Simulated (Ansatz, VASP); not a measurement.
As in VASP and in Ansatz

```xyz
2
Lattice="1.8808 1.0859 3.5141 -1.8808 1.0859 3.5141 0.0000 -2.1718 3.5141" Properties=species:S:1:pos:R:3 pbc="T T T"
As    0.0000    0.0000    8.1597
As    0.0000    0.0000    2.3825
```

Alike in both runs: task single point; functional r2SCAN; k mesh 6 × 6 × 6; occupations gaussian, width 0.1 eV; no spin polarisation.

|  | VASP | Ansatz |
| --- | --- | --- |
| version | VASP 6.6.1 | Ansatz 0.2.0 |
| potentials or method | VASP PAW PBE potentials, release 64 (As_d), cutoff 660 eV | scalar-relativistic, plane waves, PAW |
| valence electrons in the cell | 30 | 30 |

VASP gave:

- gap on the k mesh at the Fermi level (eV): none
- pressure (GPa): 1.8
- traceless stress, the component that is largest in VASP (GPa): -0.18
- rms of the force components (eV/Å): 0.040

Problem. What did Ansatz give for the same quantities?

Solution. gap on the k mesh at the Fermi level (eV): none; pressure (GPa): 1.8; traceless stress, the component that is largest in VASP (GPa): -0.12; rms of the force components (eV/Å): 0.027.

VASP's potentials were made for PBE, not for r2SCAN. Atom by atom the forces differ by 0.013 eV/Å (rms over components). A gap of «none» marks a metal or a gap that the smearing closes. With one functional, cell and mesh, what is left measures potentials, basis and numerics.
